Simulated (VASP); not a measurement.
# Rh (Fm-3m) in VASP: single point with PBE

Aim: the single point of Rh with PBE.

Everything below comes from runs of VASP 6.6.1. Logs are shortened: lines on timing, memory, paths and dates and some standing lists are left out, and cuts for length are marked.

### 1 The cell of the first run

Symmetry: Fm-3m, No. 225, cubic system. The conventional cell has a = 3.796 Å, b = 3.796 Å, c = 3.796 Å, α = 90.00°, β = 90.00°, γ = 90.00°. Within 3.5 Å of Rh (site symmetry m-3m) lie 12 Rh at 2.68 Å.

### 2 Single point, PBE

INCAR reads:

```
PREC     = Accurate       # precision mode
ENCUT    = 500            # plane-wave cutoff, eV
EDIFF    = 1E-6           # SCF threshold, eV
ISMEAR   = 1              # smearing method
SIGMA    = 0.1            # smearing width, eV
LREAL    = False          # projectors in reciprocal space
LASPH    = True           # aspherical terms in the spheres
NELM     = 120            # most SCF steps
ALGO     = Normal         # electronic algorithm
ISIF     = 2              # what is computed and relaxed
LWAVE    = False          # write WAVECAR
LCHARG   = False          # write CHGCAR
GGA      = PE             # functional
NBANDS   = 14             # bands
GGA_COMPAT= False
```

KPOINTS reads:

```
regular mesh
0
Gamma
  12 12 12
```

POSCAR reads:

```
Rh
1.0
    0.0000000000      1.8978500000      1.8978500000
    1.8978500000      0.0000000000      1.8978500000
    1.8978500000      1.8978500000      0.0000000000
Rh
1
Direct
    0.0000000000      0.0000000000      0.0000000000
```

Potentials or basis: VASP PAW PBE potentials, release 64 (Rh_pv).

On the command line:

```sh
$ cat potpaw_PBE.64/Rh_pv/POTCAR > POTCAR
$ mpirun -np 1 vasp_std > vasp.out
```

OUTCAR:

```text
PREC = Accurate
   ENCUT = 500
   EDIFF = 1E-6
   ISMEAR = 1
   LREAL = False
   LASPH = True
   NELM = 120
   ISIF = 2
   GGA = PE

 ion  position               nearest neighbor table
   1  0.000  0.000  0.000-

  LATTYP: Found a face centered cubic cell.
 ALAT       =     3.7957000000

  Lattice vectors:

 A1 = (   0.0000000000,   1.8978500000,   1.8978500000)
 A2 = (   1.8978500000,   0.0000000000,   1.8978500000)
 A3 = (   1.8978500000,   1.8978500000,   0.0000000000)

Analysis of symmetry for initial positions (statically):
=====================================================================
 Subroutine PRICEL returns:
 Original cell was already a primitive cell.

 Routine SETGRP: Setting up the symmetry group for a
 face centered cubic supercell.

 Subroutine GETGRP returns: Found 48 space group operations
 (whereof 48 operations were pure point group operations)
 out of a pool of 48 trial point group operations.

The static configuration has the point symmetry O_h .

Analysis of symmetry for dynamics (positions and initial velocities):
=====================================================================
 Subroutine PRICEL returns:
 Original cell was already a primitive cell.

 Routine SETGRP: Setting up the symmetry group for a
 face centered cubic supercell.

 Subroutine GETGRP returns: Found 48 space group operations
 (whereof 48 operations were pure point group operations)
 out of a pool of 48 trial point group operations.

The dynamic configuration has the point symmetry O_h .

 Subroutine INISYM returns: Found 48 space group operations
 (whereof 48 operations are pure point group operations),
 and found     1 'primitive' translations

----------------------------------------------------------------------------------------

                                     Primitive cell

  volume of cell :      13.6715

  direct lattice vectors                    reciprocal lattice vectors
     0.000000000  1.897850000  1.897850000    -0.263456016  0.263456016  0.263456016
     1.897850000  0.000000000  1.897850000     0.263456016 -0.263456016  0.263456016
     1.897850000  1.897850000  0.000000000     0.263456016  0.263456016 -0.263456016

  length of vectors
     2.683965209  2.683965209  2.683965209     0.456319205  0.456319205  0.456319205

  position of ions in fractional coordinates (direct lattice)
     0.000000000  0.000000000  0.000000000

  ion indices of the primitive-cell ions
   primitive index   ion index
                 1           1

----------------------------------------------------------------------------------------

 KPOINTS: regular mesh

Automatic generation of k-mesh.
 Grid dimensions read from file:
 generate k-points for:   12   12   12

 Generating k-lattice:

  Cartesian coordinates                     Fractional coordinates (reciprocal lattice)
    -0.021954668  0.021954668  0.021954668     0.083333333  0.000000000  0.000000000
     0.021954668 -0.021954668  0.021954668     0.000000000  0.083333333  0.000000000
     0.021954668  0.021954668 -0.021954668     0.000000000  0.000000000  0.083333333

  Length of vectors
     0.038026600  0.038026600  0.038026600

  Shift w.r.t. Gamma in fractional coordinates (k-lattice)
     0.000000000  0.000000000  0.000000000

 Subroutine IBZKPT returns following result:
 ===========================================

 Found     72 irreducible k-points:

 Following reciprocal coordinates:
            Coordinates               Weight
  0.000000  0.000000  0.000000      1.000000
  0.083333  0.000000  0.000000      8.000000
  0.166667  0.000000  0.000000      8.000000
  0.250000  0.000000  0.000000      8.000000
  0.333333  0.000000  0.000000      8.000000
  0.416667  0.000000  0.000000      8.000000
[... 16 lines left out ...]
  0.500000  0.166667  0.000000     24.000000
 -0.416667  0.166667  0.000000     24.000000
 [... further k-points ...]
   k-points           NKPTS =     72   k-points in BZ     NKDIM =     72   number of bands    NBANDS=     14
   number of dos      NEDOS =    301   number of ions     NIONS =      1
   total plane-waves  NPLWV =   8000
   dimension x,y,z NGX =    20 NGY =   20 NGZ =   20
   dimension x,y,z NGXF=    40 NGYF=   40 NGZF=   40
   ions per type =               1
   NGX,Y,Z   is equivalent  to a cutoff of  12.39, 12.39, 12.39 a.u.
   NGXF,Y,Z  is equivalent  to a cutoff of  24.78, 24.78, 24.78 a.u.
 SYSTEM =  unknown system
   PREC   = accura    normal or accurate (medium, high low for compatibility)
   ISTART =      0    job   : 0-new  1-cont  2-samecut
   ICHARG =      2    charge: 1-file 2-atom 10-const
   ISPIN  =      1    spin polarized calculation?
   LNONCOLLINEAR =      F non collinear calculations
   LSORBIT =      F    spin-orbit coupling
   LASPH  =      T    aspherical Exc in radial PAW
   ENCUT  =  500.0 eV  36.75 Ry    6.06 a.u.   4.89  4.89  4.89*2*pi/ulx,y,z
   NELM   =    120;   NELMIN=  2; NELMDL= -5     # of ELM steps
   EDIFF  = 0.1E-05   stopping-criterion for ELM
   LREAL  =      F    real-space projection
   EDIFFG = 0.1E-04   stopping-criterion for IOM
   NSW    =      0    number of steps for IOM
   IBRION =     -1    ionic relax: 0-MD 1-quasi-New 2-CG
   NFREE  =      0    steps in history (QN), initial steepest desc. (CG)
   ISIF   =      2    stress and relaxation
   ISYM   =      2    0-nonsym 1-usesym 2-fastsym
   POTIM  = 0.5000    time-step for ionic-motion
   TEBEG  =    0.0;   TEEND  =   0.0 temperature during run
   PSTRESS=    0.0 pullay stress
   NELECT =      15.0000    total number of electrons
   NUPDOWN=      -1.0000    fix difference up-down
   EMIN   =  10.00;   EMAX   =-10.00  energy-range for DOS
   EFERMI =   0.00;   METHOD = LEGACY
   ISMEAR =     1;   SIGMA  =   0.10  broadening in eV -4-tet -1-fermi 0-gaus
   EFERMI_NEDOS =   21; number of points for ismear=-14 and -15
   IALGO  =     38    algorithm
   IMIX   =      4    mixing-type and parameters
     AMIX     =   0.40;   BMIX     =  1.00
     AMIX_MAG =   1.60;   BMIX_MAG =  1.00
  volume/ion in A,a.u.               =      13.67        92.26
  Fermi-wavevector in a.u.,A,eV,Ry     =   1.688496  3.190795 38.790465  2.851019
  Thomas-Fermi vector in A             =   2.770792
   LORBIT       =      0    0 simple, 1 ext, 2 COOP (PROOUT), +10 PAW based schemes
   GGA     = PE    functional components
   LHFCALC =     F    Hartree Fock is set to
   AEXX    =    0.0000 exact exchange contribution
   IVDW    =     0    specifies the selected vdW correction
   LEPSILON=     F    determine dielectric tensor
   LRPA    =     F    only Hartree local field effects (RPA)
 non-spin polarized calculation
 Methfessel and Paxton  Order N= 1 SIGMA  =   0.10
  energy-cutoff  :      500.00
  volume of cell :       13.67
 maximum number of plane-waves:       360
   NGX =  9   NGY =  9   NGZ =  9

 number of electron      15.0000007 magnetization

 Free energy of the ion-electron system (eV)
  ---------------------------------------------------
  ext. energy  EPLUGINS =         0.00000000
  ---------------------------------------------------
  free energy    TOTEN  =        -7.25279559 eV

  energy without entropy =       -7.25302632  energy(sigma->0) =       -7.25287250

 E-fermi :  12.0416     XC(G=0): -14.0714

 val. band max:       11.9301640378   @ k =  -0.3333   0.3333   0.0000
 cond. band min:      12.0433203525   @ k =   0.3333   0.1667   0.0000
 fundamental gap:      0.1131563147
 Fermi energy:        12.0415627837

 k-point     1 :       0.0000    0.0000    0.0000
  band No.  band energies     occupation
      1     -34.4052      2.00000
      2     -34.4052      2.00000
      3     -34.4052      2.00000
      4       4.0067      2.00000
      5       8.8896      2.00000
      6       8.8896      2.00000
      7       8.8896      2.00000
      8      10.9910      2.00000
      9      10.9910      2.00000
     10      28.0019      0.00000
     11      32.4761      0.00000
     12      33.4931      0.00000
     13      33.4931      0.00000
     14      33.4931      0.00000

 k-point     2 :       0.0833    0.0000    0.0000
  band No.  band energies     occupation
      1     -34.4569      2.00000
      2     -34.4122      2.00000
      3     -34.4122      2.00000
      4       4.2851      2.00000
      5       8.7702      2.00000
      6       8.9961      2.00000
      7       8.9961      2.00000
      8      10.9337      2.00000
      9      10.9337      2.00000
     10      28.4000      0.00000
     11      32.0993      0.00000
     12      32.4793      0.00000
     13      33.9023      0.00000
     14      33.9023      0.00000

 k-point     3 :       0.1667    0.0000    0.0000
  band No.  band energies     occupation
      1     -34.5967      2.00000
      2     -34.4311      2.00000
      3     -34.4311      2.00000
      4       5.0243      2.00000
      5       8.5591      2.00000
      6       9.2116      2.00000
      7       9.2116      2.00000
      8      10.8855      2.00000
      9      10.8855      2.00000
     10      29.2289      0.00000
     11      29.7514      0.00000
     12      32.4771      0.00000
     13      35.0372      0.00000
     14      35.0372      0.00000
[... 324 lines left out ...]
 k-point    23 :       0.5000    0.1667    0.0000
  band No.  band energies     occupation
      1     -35.0755      2.00000
      2     -34.6193      2.00000
      3     -34.5513      2.00000
      4       6.5037      2.00000
      5       8.2075      2.00000
      6       9.5790      2.00000
      7       9.6808      2.00000
      8      12.6234     -0.00000
      9      15.5693      0.00000
     10      21.2071      0.00000
     11      28.4030      0.00000
     12      31.5187      0.00000
     13      31.8624      0.00000
     14      32.4825      0.00000

 k-point    24 :      -0.4167    0.1667    0.0000
  band No.  band energies     occupation
      1     -35.0820      2.00000
      2     -34.6439      2.00000
      3     -34.5359      2.00000
      4       6.5715      2.00000
      5       8.2214      2.00000
      6       9.4877      2.00000
      7       9.9231      2.00000
      8      12.2518     -0.01131
      9      16.1446      0.00000
     10      20.7939      0.00000
     11      28.0743      0.00000
     12      30.9580      0.00000
     13      32.4790      0.00000
     14      32.6425      0.00000

 [... further k-points ...]
[... 5 lines left out ...]
  --------------------------------------------------------------------------------------
  -------------------------------------------------------------------------------------
  Total        0.6334169      0.6334169      0.6334169      0.0000000      0.0000000      0.0000000
  in kB       74.2308727     74.2308727     74.2308727      0.0000000      0.0000000      0.0000000
  external PRESSURE =      74.2308727 kB  Pullay stress =       0.0000000 kB

 VOLUME and BASIS-vectors are now :
 -----------------------------------------------------------------------------
  energy-cutoff  :      500.00
  volume of cell :       13.67
      direct lattice vectors                 reciprocal lattice vectors
     0.000000000  1.897850000  1.897850000    -0.263456016  0.263456016  0.263456016
     1.897850000  0.000000000  1.897850000     0.263456016 -0.263456016  0.263456016
     1.897850000  1.897850000  0.000000000     0.263456016  0.263456016 -0.263456016

 POSITION                                       TOTAL-FORCE (eV/Angst)
 -----------------------------------------------------------------------------------
      0.00000      0.00000      0.00000        -0.000000      0.000000     -0.000000
 -----------------------------------------------------------------------------------
    total drift:                                0.000000     -0.000000      0.000000

  FREE ENERGIE OF THE ION-ELECTRON SYSTEM (eV)
  ---------------------------------------------------
  free  energy   TOTEN  =        -7.2527955854 eV

  energy  without entropy=       -7.2530263189  energy(sigma->0) =       -7.25287250
```

It took 8 s on 1 thread of Intel Xeon Platinum 8488C (Sapphire Rapids), shared host; peak memory 0.13 GiB.

What came out:

```yaml
Free_energy: -7.2528 eV
Pressure: 7.4 GPa
```
